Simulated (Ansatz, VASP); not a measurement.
**One calculation of GaN, two programs**

```
Ga N
1.0
     0.00000    2.25350    2.25350
     2.25350    0.00000    2.25350
     2.25350    2.25350    0.00000
Ga N
1 1
Direct
  0.00000 0.00000 0.00000
  0.75000 0.75000 0.75000
```

Alike in both runs: task single point; functional PBE0; k mesh 4 × 4 × 4; no spin polarisation.

|  | VASP | Ansatz |
| --- | --- | --- |
| version | VASP 6.6.1 | Ansatz 0.2.0 |
| potentials or method | VASP PAW PBE potentials, release 64 (Ga_d, N), cutoff 520 eV | plane waves, PAW |
| occupations | gaussian, width 0.01 eV | fixed |
| valence electrons in the cell | 18 | 18 |

|  | VASP | Ansatz | Ansatz less VASP |
| --- | --- | --- | --- |
| gap on the k mesh at the Fermi level (eV) | 3.79 | 3.72 | -0.071 |

The k mesh is coarse, so the values compare programs but aren't converged.
